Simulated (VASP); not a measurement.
## TaMnB4: single point with PBE

TaMnB4:

```
Ta Mn B
1.0
     3.07240    0.00000    0.00000
    -1.53620    2.66078    0.00000
     0.00000    0.00000    6.38375
Ta Mn B
1 1 4
Direct
  0.00000 0.00000 0.50000
  0.00000 0.00000 0.00000
  0.33333 0.66667 0.76441
  0.33333 0.66667 0.23559
  0.66667 0.33333 0.76441
  0.66667 0.33333 0.23559
```

```
Program                : VASP 6.6.1
Task                   : single point
Functional             : PBE
Potentials or basis    : VASP PAW PBE potentials, release 64 (Ta_pv, Mn_pv, B)
Cutoff                 : 520 eV
k mesh                 : 12 × 12 × 6
Occupations            : gaussian, width 0.1 eV
Spin                   : collinear spin, ferromagnetic start
Starting moments       : [0.0, 2.35, 0.0, 0.0, 0.0, 0.0] μB
Dipole correction      : no
Further INCAR settings : ALGO = Fast; EDIFF = 1e-06; NBANDS = 31
```

| Quantity | Value |
| --- | --- |
| Pressure | -6.8 GPa |
| Largest force | 0.008 eV/Å |
| Net moment | 2.26 μB per cell |
| Site moments | Ta -0.05; Mn +2.33; B -0.01 μB |
| Valence electrons inside the program's atomic spheres | Ta 9.00; Mn 11.80; B 1.96 |

Forces in eV/Å, atoms in the order of the input:
```
Ta   0.000  0.000  0.000
Mn   0.000  0.000  0.000
B    0.000  0.000  0.008
B    0.000  0.000 -0.008
B    0.000  0.000  0.008
B    0.000  0.000 -0.008
```

Levels at points of the mesh, in eV from the Fermi level:
Spin up:
```
           k point  band 16  band 17  band 18  band 19  band 20  band 21  band 22  band 23
(0.00, 0.00, 0.00)    -1.94    -1.94    -1.57    -1.57    -0.72     0.46     0.46     2.40
(0.50, 0.00, 0.00)    -4.32    -1.46    -1.25    -1.23     1.73     1.83     2.13     3.78
(0.00, 0.00, 0.50)    -2.51    -2.38    -0.69    -0.26    -0.26    -0.02    -0.02     1.80
(0.50, 0.00, 0.50)    -4.00    -1.62    -1.46    -0.24     1.09     1.42     1.85     2.86
```
Spin down:
| k point | band 15 | band 16 | band 17 | band 18 | band 19 | band 20 |
| --- | --- | --- | --- | --- | --- | --- |
| (0.00, 0.00, 0.00) | -1.54 | -1.54 | -1.54 | -0.73 | -0.73 | 0.91 |
| (0.50, 0.00, 0.00) | -4.22 | -3.37 | 0.13 | 0.94 | 1.30 | 2.15 |
| (0.00, 0.00, 0.50) | -0.94 | -0.94 | -0.77 | -0.28 | -0.28 | -0.23 |
| (0.50, 0.00, 0.50) | -3.53 | -3.14 | 0.45 | 0.94 | 1.24 | 1.29 |

It took 2.3 min on 1 thread of Oxide Virtual Turin-like Processor, with other jobs on the host, peak memory 0.29 GiB.

Caveat: the cell stands under tension; spin-orbit coupling is left out, which moves the levels of the heavy elements; a cell with one magnetic atom can't hold antiferromagnetic order, which such compounds often take.
